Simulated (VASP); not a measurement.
Set up this calculation in VASP 6.6.1, as the native input.

```
Task                   : single point
Functional             : PBE
Potentials or basis    : VASP PAW PBE potentials, release 64 (K_sv, Cl)
Cutoff                 : 520 eV
k mesh                 : 7 × 7 × 7
Occupations            : fermi-dirac, width 0.03 eV
Spin                   : no spin polarisation
Dipole correction      : no
Further INCAR settings : ALGO = Normal; EDIFF = 1e-07; NBANDS = 15
```

The structure of KCl lies in POSCAR:

```
KCl
1.0
    0.0000000000      3.1561000000      3.1561000000
    3.1561000000      0.0000000000      3.1561000000
    3.1561000000      3.1561000000      0.0000000000
K Cl
1 1
Direct
    0.0000000000      0.0000000000      0.0000000000
    0.5000000000      0.5000000000      0.5000000000
```

One way to write it, as run:

INCAR

```
SYSTEM = KCl
PREC = Accurate
ENCUT = 520
EDIFF = 1E-7
ISMEAR = -1
SIGMA = 0.03
LREAL = .FALSE.
LASPH = .TRUE.
NELM = 100
ALGO = Normal
ISIF = 2
LWAVE = .FALSE.
LCHARG = .TRUE.
GGA = PE
LELF = .TRUE.
LVHAR = .TRUE.
NBANDS = 15
```

KPOINTS

```
Automatic mesh
0
G
  7 7 7
  0 0 0
```

Potentials or basis: VASP PAW PBE potentials, release 64 (K_sv, Cl).

Launch:

```bash
$ cat potpaw_PBE.64/K_sv/POTCAR potpaw_PBE.64/Cl/POTCAR > POTCAR
$ mpirun -np 1 vasp_std > vasp.out
```

It gave:

```json
{
 "Pressure": "0.6 GPa",
 "Band gap on the k mesh": "5.16 eV, direct"
}
```

It took 14 s on 1 thread of Intel Xeon 6975P-C (shared host), peak memory 0.21 GiB.
